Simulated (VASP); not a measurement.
Write the native input for VASP 6.6.1 that does the following.

```
Task                   : single point
Functional             : PBE
Potentials or basis    : VASP PAW PBE potentials, release 64 (Mg, Zn, O)
Cutoff                 : 520 eV
k mesh                 : 6 × 6 × 2
Occupations            : gaussian, width 0.2 eV
Spin                   : no spin polarisation
Dipole correction      : no
Further INCAR settings : ALGO = Normal; EDIFF = 1e-06; NBANDS = 34
```

The structure of Mg3Zn2O3 lies in POSCAR:

```
Mg3Zn2O3
1.0
    3.0316965595      0.0000000000      0.0000000000
   -1.5158482797      2.6255262371      0.0000000000
    0.0000000000      0.0000000000     11.7539096972
Mg Zn O
3 2 3
Direct
    0.0000000000      0.0000000000     -0.0106417375
    0.6666666667      0.3333333333      0.4085036029
    0.3333333333      0.6666666667      0.1994389188
    0.0000000000      0.0000000000      0.6230653796
    0.3333333333      0.6666666667      0.7997144512
    0.3333333333      0.6666666667      0.5051343906
    0.6666666667      0.3333333333      0.0911427194
    0.0000000000      0.0000000000      0.2996422751
```

The input as run:

INCAR

```
SYSTEM = Mg3Zn2O3
PREC = Accurate ; ENCUT = 520
EDIFF = 1E-6 ; ISMEAR = 0
SIGMA = 0.2 ; LREAL = .FALSE.
LASPH = .TRUE. ; NELM = 80
ALGO = Normal ; ISIF = 2
LWAVE = .FALSE. ; LCHARG = .FALSE.
GGA = PE ; NBANDS = 34
```

KPOINTS

```
Automatic mesh
0
G
  6 6 2
  0 0 0
```

Potentials or basis: VASP PAW PBE potentials, release 64 (Mg, Zn, O).

Launch:

```bash
$ cat potpaw_PBE.64/Mg/POTCAR potpaw_PBE.64/Zn/POTCAR potpaw_PBE.64/O/POTCAR > POTCAR
$ mpirun -np 1 vasp_std > vasp.out
```

It gave:

| Quantity | Value |
| --- | --- |
| Pressure | -0.4 GPa |
| Largest force | 0.070 eV/Å |
| Band gap on the k mesh | 0.45 eV (least direct gap 0.68 eV) |

Run time: 74 s on 1 thread of AMD EPYC 7R43 64-Core Processor (Zen 3), with other jobs on the host, peak memory 0.19 GiB.
